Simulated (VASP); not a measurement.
A run of VASP 6.6.1 is set up as follows.

The input INCAR:

```
ALGO = Fast ; DIPOL = 0.5 0.5 0.277
EDIFF = 1E-7 ; ENCUT = 520
GGA = PE ; IDIPOL = 3
ISIF = 2 ; ISMEAR = 0
LASPH = True ; LCHARG = False
LDIPOL = True ; LREAL = False
LWAVE = False ; NBANDS = 16
NELM = 60 ; PREC = Accurate
SIGMA = 0.1
```

KPOINTS

```
k-points
0
Gamma
  14 14 1
```

File POSCAR:

```
K
1.0
    4.3565976282      0.0000000000      0.0000000000
    0.0000000000      4.3565976282      0.0000000000
    0.0000000000      0.0000000000     28.9151524795
K
2
Direct
    0.5000000000      1.0000000000      0.2132664345
    1.0000000000      0.5000000000      0.3400766616
```

Potentials or basis: VASP PAW PBE potentials, release 64 (K_sv).

Launch:

```console
$ cat potpaw_PBE.64/K_sv/POTCAR > POTCAR
$ mpirun -np 1 vasp_std > vasp.out
```

Q: Predict the largest force.

A: 0.018 eV/Å.

Q: What does it give for the band gap on the k mesh?

A: Zero (bands 9 and 10 overlap by 2.13 eV).

Forces in eV/Å, atoms in the order of the input:
```
K    0.000  0.000  0.018
K    0.000  0.000 -0.018
```
